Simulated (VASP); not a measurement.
# TiN (Osbornite) (Fm-3m) in VASP: a series of runs

TiN (Osbornite) is run at these levels: PBE; tasks: relaxation of cell and atoms.

Program: VASP 6.6.1. These are calculated values, not measurements. Logs are shortened: lines on timing, memory, paths and dates and some standing lists are left out, and cuts for length are marked.

### 1 The cell of the first run

It takes space group Fm-3m (No. 225, cubic). Conventional cell: a = 4.238 Å, b = 4.238 Å, c = 4.238 Å, α = 90.00°, β = 90.00°, γ = 90.00°. Within 2.8 Å of Ti (site symmetry m-3m) lie 6 N at 2.12 Å. Within 2.8 Å of N (site symmetry m-3m) lie 6 Ti at 2.12 Å.

### 2 Relaxation of cell and atoms, PBE, target pressure 2 GPa, at which the enthalpy is minimised

Contents of INCAR:

```
PREC     = Accurate       # precision mode
ENCUT    = 600            # plane-wave cutoff, eV
EDIFF    = 1E-6           # SCF threshold, eV
ISMEAR   = 1              # smearing method
SIGMA    = 0.05           # smearing width, eV
LREAL    = F              # projectors in reciprocal space
LASPH    = T              # aspherical terms in the spheres
NELM     = 60             # most SCF steps
ALGO     = Normal         # electronic algorithm
ISIF     = 3              # what is computed and relaxed
LWAVE    = F              # write WAVECAR
LCHARG   = F              # write CHGCAR
GGA      = PE             # functional
IBRION   = 2              # ionic algorithm
NSW      = 80             # ionic steps
EDIFFG   = -0.005         # ionic threshold
PSTRESS  = 20.0
```

Contents of KPOINTS:

```
Automatic mesh
0
Gamma
  12 12 12
```

Contents of POSCAR:

```
TiN
1.0
    0.0000000000      2.1190000000      2.1190000000
    2.1190000000      0.0000000000      2.1190000000
    2.1190000000      2.1190000000      0.0000000000
Ti N
1 1
Direct
    0.0000000000      0.0000000000      0.0000000000
    0.5000000000      0.5000000000      0.5000000000
```

Potentials or basis: VASP PAW PBE potentials, release 64 (Ti_sv, N).

Launch:

```console
> cat potpaw_PBE.64/Ti_sv/POTCAR potpaw_PBE.64/N/POTCAR > POTCAR
> mpirun -np 1 vasp_std > vasp.out
```

OUTCAR:

```text
PREC = Accurate
   ENCUT = 600
   EDIFF = 1E-6
   ISMEAR = 1
   LREAL = F
   LASPH = T
   NELM = 60
   ISIF = 3
   GGA = PE
   IBRION = 2
   NSW = 80
   EDIFFG = -0.005
   PSTRESS = 20.0

 ion  position               nearest neighbor table
   1  0.000  0.000  0.000-   2 2.12   2 2.12   2 2.12   2 2.12   2 2.12   2 2.12
   2  0.500  0.500  0.500-   1 2.12   1 2.12   1 2.12   1 2.12   1 2.12   1 2.12

  LATTYP: Found a face centered cubic cell.
 ALAT       =     4.2380000000

  Lattice vectors:

 A1 = (   0.0000000000,   2.1190000000,   2.1190000000)
 A2 = (   2.1190000000,   0.0000000000,   2.1190000000)
 A3 = (   2.1190000000,   2.1190000000,   0.0000000000)

Analysis of symmetry for initial positions (statically):
=====================================================================
 Subroutine PRICEL returns:
 Original cell was already a primitive cell.

 Routine SETGRP: Setting up the symmetry group for a
 face centered cubic supercell.

 Subroutine GETGRP returns: Found 48 space group operations
 (whereof 48 operations were pure point group operations)
 out of a pool of 48 trial point group operations.

The static configuration has the point symmetry O_h .

Analysis of symmetry for dynamics (positions and initial velocities):
=====================================================================
 Subroutine PRICEL returns:
 Original cell was already a primitive cell.

 Routine SETGRP: Setting up the symmetry group for a
 face centered cubic supercell.

 Subroutine GETGRP returns: Found 48 space group operations
 (whereof 48 operations were pure point group operations)
 out of a pool of 48 trial point group operations.

The dynamic configuration has the point symmetry O_h .

 Subroutine INISYM returns: Found 48 space group operations
 (whereof 48 operations are pure point group operations),
 and found     1 'primitive' translations

----------------------------------------------------------------------------------------

                                     Primitive cell

  volume of cell :      19.0293

  direct lattice vectors                    reciprocal lattice vectors
     0.000000000  2.119000000  2.119000000    -0.235960359  0.235960359  0.235960359
     2.119000000  0.000000000  2.119000000     0.235960359 -0.235960359  0.235960359
     2.119000000  2.119000000  0.000000000     0.235960359  0.235960359 -0.235960359

  length of vectors
     2.996718539  2.996718539  2.996718539     0.408695330  0.408695330  0.408695330

  position of ions in fractional coordinates (direct lattice)
     0.000000000  0.000000000  0.000000000
     0.500000000  0.500000000  0.500000000

[... 85 lines left out ...]
   TEBEG  =    0.0;   TEEND  =   0.0 temperature during run
   PSTRESS=   20.0 pullay stress
   NELECT =      17.0000    total number of electrons
   NUPDOWN=      -1.0000    fix difference up-down
   EMIN   =  10.00;   EMAX   =-10.00  energy-range for DOS
   EFERMI =   0.00;   METHOD = LEGACY
   ISMEAR =     1;   SIGMA  =   0.05  broadening in eV -4-tet -1-fermi 0-gaus
   EFERMI_NEDOS =   21; number of points for ismear=-14 and -15
   IALGO  =     38    algorithm
   IMIX   =      4    mixing-type and parameters
     AMIX     =   0.40;   BMIX     =  1.00
     AMIX_MAG =   1.60;   BMIX_MAG =  1.00
  volume/ion in A,a.u.               =       9.51        64.21
  Fermi-wavevector in a.u.,A,eV,Ry     =   1.576704  2.979539 33.824024  2.485996
  Thomas-Fermi vector in A             =   2.677497
   LORBIT       =      0    0 simple, 1 ext, 2 COOP (PROOUT), +10 PAW based schemes
   GGA     = PE    functional components
   LHFCALC =     F    Hartree Fock is set to
   AEXX    =    0.0000 exact exchange contribution
   IVDW    =     0    specifies the selected vdW correction
   LEPSILON=     F    determine dielectric tensor
   LRPA    =     F    only Hartree local field effects (RPA)
 conjugate gradient relaxation of ions
 non-spin polarized calculation
 Methfessel and Paxton  Order N= 1 SIGMA  =   0.05
  energy-cutoff  :      600.00
  volume of cell :       19.03
 maximum number of plane-waves:       650
   NGX = 11   NGY = 11   NGZ = 11

 number of electron      17.0000001 magnetization

 Free energy of the ion-electron system (eV)
  ---------------------------------------------------
  ext. energy  EPLUGINS =         0.00000000
  ---------------------------------------------------
  free energy    TOTEN  =       -19.63790446 eV

  energy without entropy =      -19.63750449  energy(sigma->0) =      -19.63777114

 E-fermi :  11.4328     XC(G=0): -13.0351

 val. band max:       11.4250777272   @ k =   0.5000   0.2500   0.0833
 cond. band min:      11.4353430081   @ k =   0.1667   0.0000   0.0000
 fundamental gap:      0.0102652810
 Fermi energy:        11.4328014457

 k-point     1 :       0.0000    0.0000    0.0000
  band No.  band energies     occupation
      1     -46.3876      2.00000
      2     -22.3654      2.00000
      3     -22.3654      2.00000
      4     -22.3654      2.00000
      5      -5.6338      2.00000
      6       9.4377      2.00000
      7       9.4377      2.00000
      8       9.4377      2.00000
      9      10.8648      2.00000
     10      10.8648      2.00000
     11      10.8648      2.00000
     12      12.0604     -0.00000
[... 331 lines left out ...]
 k-point    24 :      -0.4167    0.1667    0.0000
  band No.  band energies     occupation
      1     -46.2804      2.00000
      2     -22.9440      2.00000
      3     -22.5344      2.00000
      4     -22.4443      2.00000
      5      -3.3674      2.00000
      6       3.9816      2.00000
      7       6.0388      2.00000
      8       6.1958      2.00000
      9      12.7440      0.00000
     10      13.0669      0.00000
     11      13.5862      0.00000
     12      15.9567      0.00000

 [... further k-points ...]
[... 5 lines left out ...]
  --------------------------------------------------------------------------------------
  -------------------------------------------------------------------------------------
  Total        0.2426215      0.2426215      0.2426215      0.0000000      0.0000000      0.0000000
  in kB       20.4275834     20.4275834     20.4275834      0.0000000      0.0000000      0.0000000
  external PRESSURE =       0.4275834 kB  Pullay stress =      20.0000000 kB

 VOLUME and BASIS-vectors are now :
 -----------------------------------------------------------------------------
  energy-cutoff  :      600.00
  volume of cell :       19.03
      direct lattice vectors                 reciprocal lattice vectors
     0.000000000  2.119000000  2.119000000    -0.235960359  0.235960359  0.235960359
     2.119000000  0.000000000  2.119000000     0.235960359 -0.235960359  0.235960359
     2.119000000  2.119000000  0.000000000     0.235960359  0.235960359 -0.235960359

 POSITION                                       TOTAL-FORCE (eV/Angst)
 -----------------------------------------------------------------------------------
      0.00000      0.00000      0.00000         0.000000     -0.000000      0.000000
      2.11900      2.11900      2.11900        -0.000000      0.000000     -0.000000
 -----------------------------------------------------------------------------------
    total drift:                                0.000000     -0.000000     -0.000000

  FREE ENERGIE OF THE ION-ELECTRON SYSTEM (eV)
  ---------------------------------------------------
  free  energy   TOTEN  =       -19.6379044634 eV

  energy  without entropy=      -19.6375044852  energy(sigma->0) =      -19.63777114

  enthalpy is  TOTEN    =       -19.4003614404 eV   P V=        0.2375430230

 reached required accuracy - stopping structural energy minimisation
```

OSZICAR:

```text
N       E                     dE             d eps       ncg     rms          rms(c)
DAV:   1     0.154733422403E+03    0.15473E+03   -0.98065E+03  1728   0.189E+03
DAV:   2    -0.101650298062E+02   -0.16490E+03   -0.15744E+03  1800   0.443E+02
DAV:   3    -0.240810606930E+02   -0.13916E+02   -0.13614E+02  2100   0.126E+02
DAV:   4    -0.247925332056E+02   -0.71147E+00   -0.70612E+00  2444   0.269E+01
DAV:   5    -0.248092545352E+02   -0.16721E-01   -0.16719E-01  2188   0.386E+00    0.182E+01
DAV:   6    -0.199406463076E+02    0.48686E+01   -0.31722E+01  2148   0.722E+01    0.646E+00
DAV:   7    -0.196694345907E+02    0.27121E+00   -0.33561E+00  2052   0.240E+01    0.481E+00
DAV:   8    -0.197124568964E+02   -0.43022E-01   -0.92647E-01  1936   0.141E+01    0.307E+00
DAV:   9    -0.196459866810E+02    0.66470E-01   -0.16170E-01  1896   0.635E+00    0.128E+00
DAV:  10    -0.196398828334E+02    0.61038E-02   -0.88989E-02  1876   0.450E+00    0.591E-01
DAV:  11    -0.196381095750E+02    0.17733E-02   -0.75362E-03  1996   0.130E+00    0.182E-01
DAV:  12    -0.196379030481E+02    0.20653E-03   -0.93366E-04  2308   0.474E-01    0.546E-02
DAV:  13    -0.196379048387E+02   -0.17906E-05   -0.72794E-05  2024   0.997E-02    0.162E-02
DAV:  14    -0.196379044361E+02    0.40257E-06   -0.11222E-05  1944   0.449E-02    0.444E-03
DAV:  15    -0.196379044634E+02   -0.27262E-07   -0.10384E-06  1008   0.173E-02
   1 F= -.19400361E+02 E0= -.19400228E+02  d E =-.194004E+02
```

CONTCAR:

```text
TiN
   1.00000000000000
     0.0000000000000000    2.1190000000000002    2.1190000000000002
     2.1190000000000002    0.0000000000000000    2.1190000000000002
     2.1190000000000002    2.1190000000000002    0.0000000000000000
  Ti              N
     1     1
Direct
     0.0000000000000000    0.0000000000000000    0.0000000000000000
     0.5000000000000000    0.5000000000000000    0.5000000000000000

  0.00000000E+00  0.00000000E+00  0.00000000E+00
  0.00000000E+00  0.00000000E+00  0.00000000E+00
```

Wall time 8.4 s (1 thread of Intel Xeon 6975P-C (Granite Rapids), shared host); peak memory 0.15 GiB.

Results:

```yaml
Free_energy: -19.6379 eV
Pressure_after_relaxing: 2.0 GPa
```

Final structure:
```
Ti N
1.0
     0.00000    2.11900    2.11900
     2.11900    0.00000    2.11900
     2.11900    2.11900    0.00000
Ti N
1 1
Direct
  0.00000 0.00000 0.00000
  0.50000 0.50000 0.50000
```

Levels at points of the mesh, in eV from the Fermi level:
```
           k point  band 6  band 7  band 8  band 9  band 10  band 11  band 12
(0.00, 0.00, 0.00)   -2.00   -2.00   -2.00   -0.57    -0.57    -0.57     0.63
(0.50, 0.00, 0.00)   -8.04   -5.44   -5.44    1.74     1.74     2.41     5.80
(0.50, 0.50, 0.00)   -5.79   -3.18   -3.18   -3.03     1.69     2.44     2.44
```

Caveat: the relaxation stopped at its first step, so nothing moved; the cell is relaxed towards a set pressure, so the enthalpy falls and the energy may rise.

### 3 Relaxation of cell and atoms, PBE, target pressure 4 GPa, at which the enthalpy is minimised

Contents of INCAR:

```
PREC = Accurate
ENCUT = 600
EDIFF = 1E-6
ISMEAR = 1
SIGMA = 0.05
LREAL = F
LASPH = T
NELM = 100
ALGO = Normal
ISIF = 3
LWAVE = F
LCHARG = F
GGA = PE
IBRION = 2
NSW = 80
EDIFFG = -0.005
PSTRESS = 40.0
```

KPOINTS is that of step 2.

POSCAR is that of step 2.

Potentials or basis: VASP PAW PBE potentials, release 64 (Ti_sv, N).

Launch:

```console
> cat potpaw_PBE.64/Ti_sv/POTCAR potpaw_PBE.64/N/POTCAR > POTCAR
> mpirun -np 1 vasp_std > vasp.out
```

Run time: 18 s. Hardware: 1 thread of Intel Xeon 6975P-C (Granite Rapids), shared host; peak memory 0.15 GiB.

Results (log left out):

```
Free energy                                            : -19.6355 eV
Relaxed volume                                         : 9.45 Å³/atom
Relaxed cell                                           : a = 2.990 Å, b = 2.990 Å, c = 2.990 Å, α = 60.00°, β = 60.00°, γ = 60.00°
Space group after relaxing (to 0.05 Å)                 : Fm-3m (No. 225)
Energy change on relaxing (the enthalpy is what falls) : +1.2 meV/atom
Ionic steps                                            : 3
Pressure after relaxing                                : 4.0 GPa
```

The path:
| step | energy change (eV) | largest force (eV/Å) | pressure (GPa) | volume (Å³) |
| --- | --- | --- | --- | --- |
| 1 | 0.0000 | 0.0000 | 2.04 | 19.03 |
| 2 | 0.0090 | 0.0000 | 7.04 | 18.71 |
| 3 | 0.0024 | 0.0000 | 4.02 | 18.90 |

Final structure:
```
Ti N
1.0
     0.00000    2.11437    2.11437
     2.11437    0.00000    2.11437
     2.11437    2.11437    0.00000
Ti N
1 1
Direct
  0.00000 0.00000 0.00000
  0.50000 0.50000 0.50000
```

Levels at points of the mesh, in eV from the Fermi level:
```tsv
k point	band 6	band 7	band 8	band 9	band 10	band 11	band 12
(0.00, 0.00, 0.00)	-2.00	-2.00	-2.00	-0.57	-0.57	-0.57	0.63
(0.50, 0.00, 0.00)	-8.09	-5.48	-5.48	1.75	1.75	2.44	5.85
(0.50, 0.50, 0.00)	-5.80	-3.19	-3.19	-3.05	1.71	2.46	2.46
```

Caveat: the cell is relaxed towards a set pressure, so the enthalpy falls and the energy may rise.

### 4 Relaxation of cell and atoms, PBE, target pressure 6 GPa, at which the enthalpy is minimised

Contents of INCAR:

```
  ALGO = Normal
  EDIFF = 1E-6
  EDIFFG = -0.005
  ENCUT = 600
  GGA = PE
  IBRION = 2
  ISIF = 3
  ISMEAR = 1
  LASPH = True
  LCHARG = False
  LREAL = False
  LWAVE = False
  NELM = 60
  NSW = 80
  PREC = Accurate
  PSTRESS = 60.0
  SIGMA = 0.05
```

Contents of KPOINTS:

```
k-points
0
Gamma
  12 12 12
```

POSCAR is that of step 3.

Launch:

```console
> cat potpaw_PBE.64/Ti_sv/POTCAR potpaw_PBE.64/N/POTCAR > POTCAR
> mpirun -np 1 vasp_std > vasp.out
```

Run time: 18 s. Hardware: 1 thread of Intel Xeon 6975P-C (Granite Rapids), shared host; peak memory 0.15 GiB.

The run converged. Its results:

* Free energy: -19.6316 eV
* Relaxed volume: 9.39 Å³/atom
* Relaxed cell: a = 2.984 Å, b = 2.984 Å, c = 2.984 Å, α = 60.00°, β = 60.00°, γ = 60.00°
* Space group after relaxing (to 0.05 Å): Fm-3m (No. 225)
* Energy change on relaxing (the enthalpy is what falls): +3.1 meV/atom
* Ionic steps: 3
* Pressure after relaxing: 6.0 GPa

Step by step:
| step | energy change (eV) | largest force (eV/Å) | pressure (GPa) | volume (Å³) |
| --- | --- | --- | --- | --- |
| 1 | 0.0000 | 0.0000 | 2.04 | 19.03 |
| 2 | 0.0286 | 0.0000 | 12.53 | 18.39 |
| 3 | 0.0063 | 0.0000 | 6.00 | 18.78 |

Final structure:
```cif
data_structure
_symmetry_space_group_name_H-M 'P 1'
_symmetry_Int_Tables_number 1
_cell_length_a 2.9835
_cell_length_b 2.9835
_cell_length_c 2.9835
_cell_angle_alpha 60.000
_cell_angle_beta 60.000
_cell_angle_gamma 60.000
_cell_volume 18.78
loop_
_atom_site_label
_atom_site_type_symbol
_atom_site_fract_x
_atom_site_fract_y
_atom_site_fract_z
_atom_site_occupancy
Ti1 Ti 0.00000 0.00000 0.00000 1
N1 N 0.50000 0.50000 0.50000 1
```

Levels at points of the mesh, in eV from the Fermi level:
| k point | band 5 | band 6 | band 7 | band 8 | band 9 | band 10 | band 11 | band 12 |
| --- | --- | --- | --- | --- | --- | --- | --- | --- |
| (0.00, 0.00, 0.00) | -17.15 | -2.01 | -2.01 | -2.01 | -0.58 | -0.58 | -0.58 | 0.64 |
| (0.50, 0.00, 0.00) | -14.62 | -8.13 | -5.51 | -5.51 | 1.77 | 1.77 | 2.46 | 5.90 |
| (0.50, 0.50, 0.00) | -15.73 | -5.82 | -3.20 | -3.20 | -3.08 | 1.73 | 2.49 | 2.49 |

Caveat: the cell is relaxed towards a set pressure, so the enthalpy falls and the energy may rise.

### 5 Relaxation of cell and atoms, PBE, target pressure 8 GPa, at which the enthalpy is minimised

Contents of INCAR:

```
SYSTEM = TiN
  PREC = Accurate
  ENCUT = 600
  EDIFF = 1E-7
  ISMEAR = 1
  SIGMA = 0.05
  LREAL = .False.
  LASPH = .True.
  NELM = 100
  ALGO = Normal
  ISIF = 3
  LWAVE = .False.
  LCHARG = .False.
  GGA = PE
  IBRION = 2
  NSW = 80
  EDIFFG = -0.005
  PSTRESS = 80.0
```

Contents of KPOINTS:

```
regular mesh
0
Gamma
  12 12 12
  0 0 0
```

POSCAR is that of step 4.

Launch:

```console
> cat potpaw_PBE.64/Ti_sv/POTCAR potpaw_PBE.64/N/POTCAR > POTCAR
> mpirun -np 1 vasp_std > vasp.out
```

It took 20 s on 1 thread of Intel Xeon 6975P-C (Granite Rapids), shared host; peak memory 0.16 GiB.

It converged, with:

```yaml
Free_energy: -19.6263 eV
Relaxed_volume: 9.33 Å³/atom
Relaxed_cell: a = 2.977 Å, b = 2.977 Å, c = 2.977 Å, α = 60.00°, β = 60.00°, γ = 60.00°
Space_group_after_relaxing_to_0.05_Å: Fm-3m (No. 225)
Energy_change_on_relaxing_the_enthalpy_is_what_falls: +5.8 meV/atom
Ionic_steps: 3
Pressure_after_relaxing: 8.0 GPa
```

The path:
```csv
step,energy change (eV),largest force (eV/Å),pressure (GPa),volume (Å³)
1,0.0000,0.0000,2.09,19.03
2,0.0584,0.0000,18.36,18.08
3,0.0116,0.0000,7.97,18.66
```

Final structure:
```yaml
crystal:
  lattice:
    - [0.00000, 2.10508, 2.10508]
    - [2.10508, 0.00000, 2.10508]
    - [2.10508, 2.10508, 0.00000]
  atoms:
    - { symbol: Ti, position: [0.00000, 0.00000, 0.00000] }
    - { symbol: N, position: [0.50000, 0.50000, 0.50000] }
```

Levels at points of the mesh, in eV from the Fermi level:
| k point | band 5 | band 6 | band 7 | band 8 | band 9 | band 10 | band 11 | band 12 |
| --- | --- | --- | --- | --- | --- | --- | --- | --- |
| (0.00, 0.00, 0.00) | -17.19 | -2.02 | -2.02 | -2.02 | -0.58 | -0.58 | -0.58 | 0.65 |
| (0.50, 0.00, 0.00) | -14.63 | -8.17 | -5.55 | -5.55 | 1.79 | 1.79 | 2.49 | 5.95 |
| (0.50, 0.50, 0.00) | -15.77 | -5.83 | -3.21 | -3.21 | -3.11 | 1.74 | 2.52 | 2.52 |

Caveat: the cell is relaxed towards a set pressure, so the enthalpy falls and the energy may rise.

### 6 Summary

```tsv
cell	gap on the mesh (eV)	pressure (GPa)
relaxed to 2 GPa	none	2.0
relaxed to 4 GPa	none	4.0
relaxed to 6 GPa	none	6.0
relaxed to 8 GPa	none	8.0
```

Alike in all rows: task relaxation of cell and atoms; level PBE; potentials or basis VASP PAW PBE potentials, release 64 (Ti_sv, N); no spin polarisation; k mesh 12 × 12 × 12; cutoff (eV) 600; smearing methfessel-paxton 0.05 eV.

Caveats: the cell is relaxed towards a set pressure, so the enthalpy falls and the energy may rise; the relaxation stopped at its first step, so nothing moved (some runs).

Absolute energies hang on the potentials; compare differences alone.
